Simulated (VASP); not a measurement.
# S (Pm-3m) in VASP: relaxation of cell and atoms with PBEsol

Aim: the relaxation of cell and atoms of S with PBEsol.

Program: VASP 6.6.1. These are calculated values, not measurements. Logs are shortened: lines on timing, memory, paths and dates and some standing lists are left out, and cuts for length are marked.

## (1) The cell of the first run

The structure is cubic, space group Pm-3m (No. 221). The conventional cell has a = 2.638 Å, b = 2.638 Å, c = 2.638 Å, α = 90.00°, β = 90.00°, γ = 90.00°. S (site symmetry m-3m) has 6 S at 2.64 Å within 3.5 Å.

This isn't the form of S at room conditions, which is orthorhombic, of S8 rings.

## (2) Relaxation of cell and atoms, PBEsol

Contents of INCAR:

```
SYSTEM = S
ALGO = Normal
EDIFF = 1E-6
EDIFFG = -0.005
ENCUT = 600
GGA = PS
IBRION = 2
ISIF = 3
ISMEAR = -1
LASPH = .TRUE.
LCHARG = .FALSE.
LREAL = .FALSE.
LWAVE = .FALSE.
NELM = 60
NSW = 60
PREC = Accurate
SIGMA = 0.05
```

Contents of KPOINTS:

```
k-points
0
G
  16 16 16
  0 0 0
```

Contents of POSCAR:

```
S
1.0
    2.6380978033      0.0000000000      0.0000000000
    0.0000000000      2.6380978033      0.0000000000
    0.0000000000      0.0000000000      2.6380978033
S
1
Direct
    0.0000000000      0.0000000000      0.0000000000
```

Potentials or basis: VASP PAW PBE potentials, release 64 (S).

Command:

```bash
$ cat potpaw_PBE.64/S/POTCAR > POTCAR
$ mpirun -np 1 vasp_std > vasp.out
```

OUTCAR:

```text
SYSTEM = S
   EDIFF = 1E-6
   EDIFFG = -0.005
   ENCUT = 600
   GGA = PS
   IBRION = 2
   ISIF = 3
   ISMEAR = -1
   LASPH = .TRUE.
   LREAL = .FALSE.
   NELM = 60
   NSW = 60
   PREC = Accurate

 ion  position               nearest neighbor table
   1  0.000  0.000  0.000-

  LATTYP: Found a simple cubic cell.
 ALAT       =     2.6380978033

  Lattice vectors:

 A1 = (   2.6380978033,   0.0000000000,   0.0000000000)
 A2 = (   0.0000000000,   2.6380978033,   0.0000000000)
 A3 = (   0.0000000000,   0.0000000000,   2.6380978033)

Analysis of symmetry for initial positions (statically):
=====================================================================
 Subroutine PRICEL returns:
 Original cell was already a primitive cell.

 Routine SETGRP: Setting up the symmetry group for a
 simple cubic supercell.

 Subroutine GETGRP returns: Found 48 space group operations
 (whereof 48 operations were pure point group operations)
 out of a pool of 48 trial point group operations.

The static configuration has the point symmetry O_h .

Analysis of symmetry for dynamics (positions and initial velocities):
=====================================================================
 Subroutine PRICEL returns:
 Original cell was already a primitive cell.

 Routine SETGRP: Setting up the symmetry group for a
 simple cubic supercell.

 Subroutine GETGRP returns: Found 48 space group operations
 (whereof 48 operations were pure point group operations)
 out of a pool of 48 trial point group operations.

The dynamic configuration has the point symmetry O_h .

 Subroutine INISYM returns: Found 48 space group operations
 (whereof 48 operations are pure point group operations),
 and found     1 'primitive' translations

----------------------------------------------------------------------------------------

                                     Primitive cell

  volume of cell :      18.3600

  direct lattice vectors                    reciprocal lattice vectors
     2.638097803  0.000000000  0.000000000     0.379061003  0.000000000  0.000000000
     0.000000000  2.638097803  0.000000000     0.000000000  0.379061003  0.000000000
     0.000000000  0.000000000  2.638097803     0.000000000  0.000000000  0.379061003

  length of vectors
     2.638097803  2.638097803  2.638097803     0.379061003  0.379061003  0.379061003

  position of ions in fractional coordinates (direct lattice)
     0.000000000  0.000000000  0.000000000

  ion indices of the primitive-cell ions
   primitive index   ion index
                 1           1

----------------------------------------------------------------------------------------

 KPOINTS: k-points

Automatic generation of k-mesh.
 Grid dimensions read from file:
 generate k-points for:   16   16   16

 Generating k-lattice:

  Cartesian coordinates                     Fractional coordinates (reciprocal lattice)
     0.023691313  0.000000000  0.000000000     0.062500000  0.000000000  0.000000000
     0.000000000  0.023691313  0.000000000     0.000000000  0.062500000  0.000000000
     0.000000000  0.000000000  0.023691313     0.000000000  0.000000000  0.062500000

  Length of vectors
     0.023691313  0.023691313  0.023691313

  Shift w.r.t. Gamma in fractional coordinates (k-lattice)
     0.000000000  0.000000000  0.000000000

 Subroutine IBZKPT returns following result:
 ===========================================

 Found    165 irreducible k-points:

 Following reciprocal coordinates:
            Coordinates               Weight
  0.000000  0.000000  0.000000      1.000000
  0.062500  0.000000  0.000000      6.000000
  0.125000  0.000000  0.000000      6.000000
  0.187500  0.000000  0.000000      6.000000
  0.250000  0.000000  0.000000      6.000000
  0.312500  0.000000  0.000000      6.000000
[... 16 lines left out ...]
  0.437500  0.125000  0.000000     24.000000
  0.500000  0.125000  0.000000     12.000000
 [... further k-points ...]
   k-points           NKPTS =    165   k-points in BZ     NKDIM =    165   number of bands    NBANDS=      7
   number of dos      NEDOS =    301   number of ions     NIONS =      1
   total plane-waves  NPLWV =  13824
   dimension x,y,z NGX =    24 NGY =   24 NGZ =   24
   dimension x,y,z NGXF=    48 NGYF=   48 NGZF=   48
   ions per type =               1
   NGX,Y,Z   is equivalent  to a cutoff of  15.12, 15.12, 15.12 a.u.
   NGXF,Y,Z  is equivalent  to a cutoff of  30.25, 30.25, 30.25 a.u.
 SYSTEM =  S
   PREC   = accura    normal or accurate (medium, high low for compatibility)
   ISTART =      0    job   : 0-new  1-cont  2-samecut
   ICHARG =      2    charge: 1-file 2-atom 10-const
   ISPIN  =      1    spin polarized calculation?
   LNONCOLLINEAR =      F non collinear calculations
   LSORBIT =      F    spin-orbit coupling
   LASPH  =      T    aspherical Exc in radial PAW
   ENCUT  =  600.0 eV  44.10 Ry    6.64 a.u.   5.27  5.27  5.27*2*pi/ulx,y,z
   NELM   =     60;   NELMIN=  2; NELMDL= -5     # of ELM steps
   EDIFF  = 0.1E-05   stopping-criterion for ELM
   LREAL  =      F    real-space projection
   EDIFFG = -.5E-02   stopping-criterion for IOM
   NSW    =     60    number of steps for IOM
   IBRION =      2    ionic relax: 0-MD 1-quasi-New 2-CG
   NFREE  =      1    steps in history (QN), initial steepest desc. (CG)
   ISIF   =      3    stress and relaxation
   ISYM   =      2    0-nonsym 1-usesym 2-fastsym
   POTIM  = 0.5000    time-step for ionic-motion
   TEBEG  =    0.0;   TEEND  =   0.0 temperature during run
   PSTRESS=    0.0 pullay stress
   NELECT =       6.0000    total number of electrons
   NUPDOWN=      -1.0000    fix difference up-down
   EMIN   =  10.00;   EMAX   =-10.00  energy-range for DOS
   EFERMI =   0.00;   METHOD = LEGACY
   ISMEAR =    -1;   SIGMA  =   0.05  broadening in eV -4-tet -1-fermi 0-gaus
   EFERMI_NEDOS =   21; number of points for ismear=-14 and -15
   IALGO  =     38    algorithm
   IMIX   =      4    mixing-type and parameters
     AMIX     =   0.40;   BMIX     =  1.00
     AMIX_MAG =   1.60;   BMIX_MAG =  1.00
  volume/ion in A,a.u.               =      18.36       123.90
  Fermi-wavevector in a.u.,A,eV,Ry     =   1.127633  2.130917 17.300565  1.271556
  Thomas-Fermi vector in A             =   2.264320
   LORBIT       =      0    0 simple, 1 ext, 2 COOP (PROOUT), +10 PAW based schemes
   GGA     = PS    functional components
   LHFCALC =     F    Hartree Fock is set to
   AEXX    =    0.0000 exact exchange contribution
   IVDW    =     0    specifies the selected vdW correction
   LEPSILON=     F    determine dielectric tensor
   LRPA    =     F    only Hartree local field effects (RPA)
 conjugate gradient relaxation of ions
 non-spin polarized calculation
  energy-cutoff  :      600.00
  volume of cell :       18.36
 maximum number of plane-waves:       627
 NGX is ok and might be reduce to    24
   NGX = 11   NGY = 11   NGZ = 11

--------------------------------------- Ionic step        1  -------------------------------------------

 number of electron       6.0000001 magnetization

 Free energy of the ion-electron system (eV)
  ---------------------------------------------------
  ext. energy  EPLUGINS =         0.00000000
  ---------------------------------------------------
  free energy    TOTEN  =        -3.90753410 eV

  energy without entropy =       -3.90418777  energy(sigma->0) =       -3.90586093

------------------------ aborting loop because EDIFF is reached ----------------------------------------

  FORCE on cell =-STRESS in cart. coord.  units (eV):
  Direction    XX          YY          ZZ          XY          YZ          ZX
  --------------------------------------------------------------------------------------
  -------------------------------------------------------------------------------------
  Total       -0.9898350     -0.9898350     -0.9898350      0.0000000      0.0000000      0.0000000
  in kB      -86.3775141    -86.3775141    -86.3775141      0.0000000      0.0000000      0.0000000
  external PRESSURE =     -86.3775141 kB  Pullay stress =       0.0000000 kB

 VOLUME and BASIS-vectors are now :
 -----------------------------------------------------------------------------
  energy-cutoff  :      600.00
  volume of cell :       18.36
      direct lattice vectors                 reciprocal lattice vectors
     2.638097803  0.000000000  0.000000000     0.379061003  0.000000000  0.000000000
     0.000000000  2.638097803  0.000000000     0.000000000  0.379061003  0.000000000
     0.000000000  0.000000000  2.638097803     0.000000000  0.000000000  0.379061003
[... 36 lines left out ...]
 POSITION                                       TOTAL-FORCE (eV/Angst)
 -----------------------------------------------------------------------------------
      0.00000      0.00000      0.00000        -0.000000     -0.000000      0.000000
 -----------------------------------------------------------------------------------
    total drift:                               -0.000000     -0.000000     -0.000000

  FREE ENERGIE OF THE ION-ELECTRON SYSTEM (eV)
  ---------------------------------------------------
  free  energy   TOTEN  =        -3.9601588810 eV

  energy  without entropy=       -3.9579704664  energy(sigma->0) =       -3.95906467

--------------------------------------- Ionic step        3  -------------------------------------------

 number of electron       5.9999999 magnetization

 Free energy of the ion-electron system (eV)
  ---------------------------------------------------
  ext. energy  EPLUGINS =         0.00000000
  ---------------------------------------------------
  free energy    TOTEN  =        -3.96596286 eV

  energy without entropy =       -3.96377988  energy(sigma->0) =       -3.96487137

 E-fermi :   7.5665     XC(G=0): -10.9535

 val. band max:        7.5014069389   @ k =   0.4375   0.4375   0.2500
 cond. band min:       7.6101158281   @ k =   0.5000   0.4375   0.2500
 fundamental gap:      0.1087088893
 Fermi energy:         7.5665310932

 k-point     1 :       0.0000    0.0000    0.0000
  band No.  band energies     occupation
      1      -9.8510      2.00000
      2       9.1943      0.00000
      3       9.1943      0.00000
      4       9.1943      0.00000
      5      14.8144      0.00000
      6      14.8144      0.00000
      7      18.0362      0.00000

 k-point     2 :       0.0625    0.0000    0.0000
  band No.  band energies     occupation
      1      -9.7781      2.00000
      2       8.4244      0.00000
      3       9.2441      0.00000
      4       9.2441      0.00000
      5      14.8765      0.00000
      6      15.4850      0.00000
      7      18.3186      0.00000
[... 201 lines left out ...]
 k-point    23 :       0.4375    0.1250    0.0000
  band No.  band energies     occupation
      1      -6.7909      2.00000
      2      -0.3317      2.00000
      3       8.7423      0.00000
      4      10.9520      0.00000
      5      17.8945      0.00000
      6      18.2626      0.00000
      7      21.9763      0.00000

 k-point    24 :       0.5000    0.1250    0.0000
  band No.  band energies     occupation
      1      -6.5843      2.00000
      2      -0.6881      2.00000
      3       8.8508      0.00000
      4      11.0341      0.00000
      5      17.7091      0.00000
      6      18.3681      0.00000
      7      21.7488      0.00000

 [... further k-points ...]

------------------------ aborting loop because EDIFF is reached ----------------------------------------

  FORCE on cell =-STRESS in cart. coord.  units (eV):
  Direction    XX          YY          ZZ          XY          YZ          ZX
  --------------------------------------------------------------------------------------
  -------------------------------------------------------------------------------------
  Total        0.0034739      0.0034739      0.0034739      0.0000000      0.0000000     -0.0000000
  in kB        0.3395247      0.3395247      0.3395247      0.0000000      0.0000000     -0.0000000
  external PRESSURE =       0.3395247 kB  Pullay stress =       0.0000000 kB

 VOLUME and BASIS-vectors are now :
 -----------------------------------------------------------------------------
  energy-cutoff  :      600.00
  volume of cell :       16.39
      direct lattice vectors                 reciprocal lattice vectors
     2.540311422 -0.000000000  0.000000000     0.393652523 -0.000000000 -0.000000000
     0.000000000  2.540311422 -0.000000000     0.000000000  0.393652523 -0.000000000
     0.000000000  0.000000000  2.540311422    -0.000000000  0.000000000  0.393652523

 POSITION                                       TOTAL-FORCE (eV/Angst)
 -----------------------------------------------------------------------------------
      0.00000      0.00000      0.00000        -0.000000      0.000000      0.000000
 -----------------------------------------------------------------------------------
    total drift:                                0.000000     -0.000000     -0.000000

  FREE ENERGIE OF THE ION-ELECTRON SYSTEM (eV)
  ---------------------------------------------------
  free  energy   TOTEN  =        -3.9659628595 eV

  energy  without entropy=       -3.9637798780  energy(sigma->0) =       -3.96487137

 reached required accuracy - stopping structural energy minimisation
```

Run time: 62 s. Hardware: 1 thread of AMD EPYC 7R43 (Zen 3), shared host; peak memory 0.11 GiB.

Results:

```
Free energy                           : -3.9660 eV
Relaxed volume                        : 16.39 Å³/atom
Relaxed cell                          : a = 2.540 Å, b = 2.540 Å, c = 2.540 Å, α = 90.00°, β = 90.00°, γ = 90.00°
Space group after relaxing (to 0.1 Å) : Pm-3m (No. 221)
Energy gained by relaxing             : 58.4 meV/atom
Ionic steps                           : 3
Pressure after relaxing               : 0.0 GPa
Band gap on the k mesh                : zero (bands 3 and 4 overlap by 7.21 eV)
```

The path:
```
step  energy change (eV)  largest force (eV/Å)  pressure (GPa)  volume (Å³)
   1              0.0000                0.0000           -8.64        18.36
   2             -0.0526                0.0000            3.51        15.85
   3             -0.0584                0.0000            0.03        16.39
```

Final structure:
```xyz
1
Lattice="2.5403 0.0000 0.0000 0.0000 2.5403 0.0000 0.0000 0.0000 2.5403" Properties=species:S:1:pos:R:3 pbc="T T T"
S     0.0000    0.0000    0.0000
```

Caveat: the PAW data sets were made with another functional, which shifts forces and pressure a little.

The gap in the log of VASP goes by the Fermi energy; the results here count the filled bands.